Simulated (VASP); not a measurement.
Input of a VASP 6.6.1 run:

Contents of INCAR:

```
  PREC = Accurate
  ENCUT = 520
  EDIFF = 1E-6
  ISMEAR = -1
  SIGMA = 0.05
  LREAL = False
  LASPH = True
  NELM = 100
  ALGO = Normal
  ISIF = 2
  LWAVE = False
  LCHARG = False
  NBANDS = 26
```

File KPOINTS:

```
Automatic mesh
0
Gamma
  9 9 4
```

File POSCAR:

```
ZnO
1.0
    3.3097424102      0.0000000000      0.0000000000
   -1.6548712051      2.8663210072      0.0000000000
    0.0000000000      0.0000000000      7.1776641921
Zn O
2 2
Direct
    0.0000000000      0.0000000000      0.2500000000
    0.0000000000      0.0000000000      0.7500000000
    0.6666666667      0.3333333333      0.7500000000
    0.3333333333      0.6666666667      0.2500000000
```

Potentials or basis: VASP PAW LDA potentials, release 64 (Zn, O).

Command:

```console
$ cat potpaw_LDA.64/Zn/POTCAR potpaw_LDA.64/O/POTCAR > POTCAR
$ mpirun -np 1 vasp_std > vasp.out
```

What does it give for the band gap on the k mesh?

0.76 eV.

Estimate the pressure.

-8.9 GPa.

Stress tensor (GPa, compression positive):
```
-12.43   0.00   0.00
  0.00 -12.43   0.00
  0.00   0.00  -1.79
```

Caveat: the cell stands under tension; an odd mesh through Γ misses points on the zone boundary, where band edges can lie.
